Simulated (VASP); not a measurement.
# B2Ru3 (P4/mmm) in VASP: notebook

The runs below take B2Ru3 through relaxation of cell and atoms, single point, with PBE.

Program: VASP 6.6.1. These are calculated values, not measurements. Logs are shortened: lines on timing, memory, paths and dates and some standing lists are left out, and cuts for length are marked.

**1. The cell of the first run**

It takes space group P4/mmm (No. 123, tetragonal). The conventional cell has a = 3.800 Å, b = 3.800 Å, c = 3.742 Å, α = 90.00°, β = 90.00°, γ = 90.00°. B (site symmetry 4mm) has 2 B at 1.85 to 1.89 Å and 4 Ru at 2.12 Å within 2.5 Å. Within 2.5 Å of Ru (site symmetry 4/mmm) lie 4 Ru at 1.90 Å. Ru (site symmetry mmm) has 2 Ru at 1.90 Å and 4 B at 2.12 Å within 2.5 Å.

The cell was generated, and may not be a known phase.

**2. Relaxation of cell and atoms, PBE**

The input, INCAR:

```
PREC     = Accurate       # precision mode
ENCUT    = 600            # plane-wave cutoff, eV
EDIFF    = 1E-6           # SCF threshold, eV
ISMEAR   = 0              # smearing method
SIGMA    = 0.1            # smearing width, eV
LREAL    = False          # projectors in reciprocal space
LASPH    = True           # aspherical terms in the spheres
NELM     = 100            # most SCF steps
ALGO     = Normal         # electronic algorithm
ISIF     = 3              # what is computed and relaxed
LWAVE    = False          # write WAVECAR
LCHARG   = False          # write CHGCAR
GGA      = PE             # functional
IBRION   = 2              # ionic algorithm
NSW      = 90             # ionic steps
EDIFFG   = -0.04          # ionic threshold
```

The input, KPOINTS:

```
Automatic mesh
0
Gamma
  4 4 4
```

The input, POSCAR:

```
B2Ru3
1.0
    3.8002698500      0.0000000000      0.0000000000
    0.0000000000      3.8002698500      0.0000000000
    0.0000000000      0.0000000000      3.7423438300
B Ru
2 3
Direct
    0.5000000000      0.5000000000      0.2530764100
    0.5000000000      0.5000000000      0.7469235900
    0.0000000000      0.0000000000      0.0000000000
    0.0000000000      0.5000000000      0.0000000000
    0.5000000000      0.0000000000      0.0000000000
```

Potentials or basis: VASP PAW PBE potentials, release 64 (B, Ru_pv).

Run with:

```
cat potpaw_PBE.64/B/POTCAR potpaw_PBE.64/Ru_pv/POTCAR > POTCAR
mpirun -np 1 vasp_std > vasp.out
```

OUTCAR:

```text
PREC = Accurate
   ENCUT = 600
   EDIFF = 1E-6
   ISMEAR = 0
   LREAL = False
   LASPH = True
   NELM = 100
   ISIF = 3
   GGA = PE
   IBRION = 2
   NSW = 90
   EDIFFG = -0.04

 ion  position               nearest neighbor table
   1  0.500  0.500  0.253-   2 1.85   2 1.89   5 2.12   4 2.12   5 2.12   4 2.12
   2  0.500  0.500  0.747-   1 1.85   1 1.89   4 2.12   5 2.12   5 2.12   4 2.12
   3  0.000  0.000  0.000-   4 1.90   5 1.90   4 1.90   5 1.90
   4  0.000  0.500  0.000-   3 1.90   3 1.90   1 2.12   2 2.12   1 2.12   2 2.12   5 2.69   5 2.69
                             5 2.69   5 2.69
   5  0.500  0.000  0.000-   3 1.90   3 1.90   1 2.12   1 2.12   2 2.12   2 2.12   4 2.69   4 2.69
                             4 2.69   4 2.69

  LATTYP: Found a simple tetragonal cell.
 ALAT       =     3.8002698500
 C/A-ratio  =     0.9847573930

  Lattice vectors:

 A1 = (   3.8002698500,   0.0000000000,   0.0000000000)
 A2 = (   0.0000000000,   3.8002698500,   0.0000000000)
 A3 = (   0.0000000000,   0.0000000000,   3.7423438300)

Analysis of symmetry for initial positions (statically):
=====================================================================
 Subroutine PRICEL returns:
 Original cell was already a primitive cell.

 Routine SETGRP: Setting up the symmetry group for a
 simple tetragonal supercell.

 Subroutine GETGRP returns: Found 16 space group operations
 (whereof 16 operations were pure point group operations)
 out of a pool of 16 trial point group operations.

The static configuration has the point symmetry D_4h.

Analysis of symmetry for dynamics (positions and initial velocities):
=====================================================================
 Subroutine PRICEL returns:
 Original cell was already a primitive cell.

 Routine SETGRP: Setting up the symmetry group for a
 simple tetragonal supercell.

 Subroutine GETGRP returns: Found 16 space group operations
 (whereof 16 operations were pure point group operations)
 out of a pool of 16 trial point group operations.

The dynamic configuration has the point symmetry D_4h.

 Subroutine INISYM returns: Found 16 space group operations
 (whereof 16 operations are pure point group operations),
 and found     1 'primitive' translations

----------------------------------------------------------------------------------------

                                     Primitive cell

  volume of cell :      54.0471

  direct lattice vectors                    reciprocal lattice vectors
     3.800269850  0.000000000  0.000000000     0.263139208  0.000000000  0.000000000
     0.000000000  3.800269850  0.000000000     0.000000000  0.263139208  0.000000000
     0.000000000  0.000000000  3.742343830     0.000000000  0.000000000  0.267212219

  length of vectors
     3.800269850  3.800269850  3.742343830     0.263139208  0.263139208  0.267212219

  position of ions in fractional coordinates (direct lattice)
     0.500000000  0.500000000  0.253076410
     0.500000000  0.500000000  0.746923590
     0.000000000  0.000000000  0.000000000
     0.000000000  0.500000000  0.000000000
     0.500000000  0.000000000  0.000000000

  ion indices of the primitive-cell ions
   primitive index   ion index
                 1           1
                 2           2
                 3           3
                 4           4
                 5           5

----------------------------------------------------------------------------------------

 KPOINTS: Automatic mesh

Automatic generation of k-mesh.
 Grid dimensions read from file:
 generate k-points for:    4    4    4

 Generating k-lattice:

  Cartesian coordinates                     Fractional coordinates (reciprocal lattice)
     0.065784802  0.000000000  0.000000000     0.250000000  0.000000000  0.000000000
     0.000000000  0.065784802  0.000000000     0.000000000  0.250000000  0.000000000
     0.000000000  0.000000000  0.066803055     0.000000000  0.000000000  0.250000000

  Length of vectors
     0.065784802  0.065784802  0.066803055

  Shift w.r.t. Gamma in fractional coordinates (k-lattice)
     0.000000000  0.000000000  0.000000000

 Subroutine IBZKPT returns following result:
 ===========================================

 Found     18 irreducible k-points:

 Following reciprocal coordinates:
            Coordinates               Weight
  0.000000  0.000000  0.000000      1.000000
  0.250000  0.000000  0.000000      4.000000
  0.500000  0.000000  0.000000      2.000000
  0.250000  0.250000  0.000000      4.000000
  0.500000  0.250000  0.000000      4.000000
  0.500000  0.500000  0.000000      1.000000
[... 10 lines left out ...]
  0.500000  0.250000  0.500000      4.000000
  0.500000  0.500000  0.500000      1.000000
   k-points           NKPTS =     18   k-points in BZ     NKDIM =     18   number of bands    NBANDS=     28
   number of dos      NEDOS =    301   number of ions     NIONS =      5
   total plane-waves  NPLWV =  27000
   dimension x,y,z NGX =    30 NGY =   30 NGZ =   30
   dimension x,y,z NGXF=    60 NGYF=   60 NGZF=   60
   ions per type =               2   3
   NGX,Y,Z   is equivalent  to a cutoff of  13.12, 13.12, 13.33 a.u.
   NGXF,Y,Z  is equivalent  to a cutoff of  26.25, 26.25, 26.65 a.u.
 SYSTEM =  unknown system
   PREC   = accura    normal or accurate (medium, high low for compatibility)
   ISTART =      0    job   : 0-new  1-cont  2-samecut
   ICHARG =      2    charge: 1-file 2-atom 10-const
   ISPIN  =      1    spin polarized calculation?
   LNONCOLLINEAR =      F non collinear calculations
   LSORBIT =      F    spin-orbit coupling
   LASPH  =      T    aspherical Exc in radial PAW
   ENCUT  =  600.0 eV  44.10 Ry    6.64 a.u.   7.59  7.59  7.47*2*pi/ulx,y,z
   NELM   =    100;   NELMIN=  2; NELMDL= -5     # of ELM steps
   EDIFF  = 0.1E-05   stopping-criterion for ELM
   LREAL  =      F    real-space projection
   EDIFFG = -.4E-01   stopping-criterion for IOM
   NSW    =     90    number of steps for IOM
   IBRION =      2    ionic relax: 0-MD 1-quasi-New 2-CG
   NFREE  =      1    steps in history (QN), initial steepest desc. (CG)
   ISIF   =      3    stress and relaxation
   ISYM   =      2    0-nonsym 1-usesym 2-fastsym
   POTIM  = 0.5000    time-step for ionic-motion
   TEBEG  =    0.0;   TEEND  =   0.0 temperature during run
   PSTRESS=    0.0 pullay stress
   NELECT =      48.0000    total number of electrons
   NUPDOWN=      -1.0000    fix difference up-down
   EMIN   =  10.00;   EMAX   =-10.00  energy-range for DOS
   EFERMI =   0.00;   METHOD = LEGACY
   ISMEAR =     0;   SIGMA  =   0.10  broadening in eV -4-tet -1-fermi 0-gaus
   EFERMI_NEDOS =   21; number of points for ismear=-14 and -15
   IALGO  =     38    algorithm
   IMIX   =      4    mixing-type and parameters
     AMIX     =   0.40;   BMIX     =  1.00
     AMIX_MAG =   1.60;   BMIX_MAG =  1.00
  volume/ion in A,a.u.               =      10.81        72.95
  Fermi-wavevector in a.u.,A,eV,Ry     =   1.573612  2.973696 33.691501  2.476255
  Thomas-Fermi vector in A             =   2.674870
   LORBIT       =      0    0 simple, 1 ext, 2 COOP (PROOUT), +10 PAW based schemes
   GGA     = PE    functional components
   LHFCALC =     F    Hartree Fock is set to
   AEXX    =    0.0000 exact exchange contribution
   IVDW    =     0    specifies the selected vdW correction
   LEPSILON=     F    determine dielectric tensor
   LRPA    =     F    only Hartree local field effects (RPA)
 conjugate gradient relaxation of ions
 non-spin polarized calculation
 Gauss-broadening in eV      SIGMA  =   0.10
  energy-cutoff  :      600.00
  volume of cell :       54.05
 maximum number of plane-waves:      1823
   NGX = 15   NGY = 15   NGZ = 15

--------------------------------------- Ionic step        1  -------------------------------------------

 number of electron      48.0000000 magnetization

 Free energy of the ion-electron system (eV)
  ---------------------------------------------------
  ext. energy  EPLUGINS =         0.00000000
  ---------------------------------------------------
  free energy    TOTEN  =       -19.47965771 eV

  energy without entropy =      -19.46601265  energy(sigma->0) =      -19.47283518

------------------------ aborting loop because EDIFF is reached ----------------------------------------

  FORCE on cell =-STRESS in cart. coord.  units (eV):
  Direction    XX          YY          ZZ          XY          YZ          ZX
  --------------------------------------------------------------------------------------
  -------------------------------------------------------------------------------------
  Total       91.6787378     91.6787378      2.7335100      0.0000000      0.0000000      0.0000000
  in kB     2717.7321348   2717.7321348     81.0323975      0.0000000      0.0000000      0.0000000
  external PRESSURE =    1838.8322224 kB  Pullay stress =       0.0000000 kB
[... 26 lines left out ...]
--------------------------------------- Ionic step        2  -------------------------------------------

 number of electron      48.0000363 magnetization

 E-fermi :  -0.4084     XC(G=0):  -7.2989

 val. band max:       -0.4085116538   @ k =   0.0000   0.0000   0.0000
 cond. band min:      -0.4075161290   @ k =   0.5000   0.5000   0.2500
 fundamental gap:      0.0009955248
 Fermi energy:        -0.4083847037

 k-point     1 :       0.0000    0.0000    0.0000
  band No.  band energies     occupation
      1     -42.0286      2.00000
      2     -41.9548      2.00000
      3     -41.9464      2.00000
      4     -41.9379      2.00000
      5     -41.9379      2.00000
      6     -41.8647      2.00000
[... 618 lines left out ...]
  FREE ENERGIE OF THE ION-ELECTRON SYSTEM (eV)
  ---------------------------------------------------
  free  energy   TOTEN  =       -30.7993558955 eV

  energy  without entropy=      -30.7604831281  energy(sigma->0) =      -30.77991951

 E-fermi :  13.1644     XC(G=0): -14.1065

 val. band max:       13.1542851996   @ k =   0.0000   0.0000   0.2500
 cond. band min:      13.1725348904   @ k =   0.2500   0.2500   0.2500
 fundamental gap:      0.0182496908
 Fermi energy:        13.1643897195

 k-point     1 :       0.0000    0.0000    0.0000
  band No.  band energies     occupation
      1     -31.0012      2.00000
      2     -31.0012      2.00000
      3     -29.9232      2.00000
      4     -29.9232      2.00000
      5     -29.3639      2.00000
      6     -29.3639      2.00000
[... 547 lines left out ...]
     27      15.4008      0.00000
     28      15.4008      0.00000

[... ionic steps 4 to 20 ...]

--------------------------------------- Ionic step       21  -------------------------------------------

 number of electron      48.0000025 magnetization

------------------------ aborting loop because EDIFF is reached ----------------------------------------
[... 73 lines left out ...]
--------------------------------------- Ionic step       23  -------------------------------------------

 number of electron      48.0000027 magnetization

 Free energy of the ion-electron system (eV)
  ---------------------------------------------------
  ext. energy  EPLUGINS =         0.00000000
  ---------------------------------------------------
  free energy    TOTEN  =       -36.21550695 eV

  energy without entropy =      -36.19285472  energy(sigma->0) =      -36.20418083

 E-fermi :   8.3141     XC(G=0): -12.2765

 val. band max:        8.3002821261   @ k =   0.5000   0.5000   0.5000
 cond. band min:       8.3375622870   @ k =   0.2500   0.0000   0.2500
 fundamental gap:      0.0372801610
 Fermi energy:         8.3140851384

 k-point     1 :       0.0000    0.0000    0.0000
  band No.  band energies     occupation
      1     -35.7333      2.00000
      2     -35.7333      2.00000
      3     -34.5257      2.00000
      4     -34.0769      2.00000
      5     -34.0769      2.00000
      6     -33.8539      2.00000
[... 579 lines left out ...]
  FREE ENERGIE OF THE ION-ELECTRON SYSTEM (eV)
  ---------------------------------------------------
  free  energy   TOTEN  =       -36.2155069496 eV

  energy  without entropy=      -36.1928547168  energy(sigma->0) =      -36.20418083

 reached required accuracy - stopping structural energy minimisation
```

Wall time 10 min (1 thread of AMD EPYC 7R43 (Zen 3), shared host); peak memory 0.16 GiB.

Results:

- Free energy: -36.2155 eV
- Relaxed volume: 13.32 Å³/atom
- Relaxed cell: a = 4.676 Å, b = 4.676 Å, c = 3.047 Å, α = 90.00°, β = 90.00°, γ = 90.00°
- Space group after relaxing (to 0.1 Å): P4/mmm (No. 123)
- Pressure after relaxing: 0.0 GPa
- Largest force after relaxing: 0.033 eV/Å

Forces on the atoms (eV/Å):
```
B    0.000  0.000  0.033
B    0.000  0.000 -0.033
Ru   0.000  0.000  0.000
Ru   0.000  0.000  0.000
Ru   0.000  0.000  0.000
```

Final structure:
```
B Ru
1.0
     4.67601    0.00000    0.00000
     0.00000    4.67601    0.00000
     0.00000    0.00000    3.04658
B Ru
2 3
Direct
  0.50000 0.50000 0.24975
  0.50000 0.50000 0.75025
  0.00000 0.00000 0.00000
  0.00000 0.50000 0.00000
  0.50000 0.00000 0.00000
```

Caveat: the k points lie up to 0.52 Å⁻¹ apart in the final cell; the volume moved by over 15 % at a fixed basis, so the end points are rough; the highest band is partly filled, so the run has too few bands.

(Continued in part 2 of 3.)
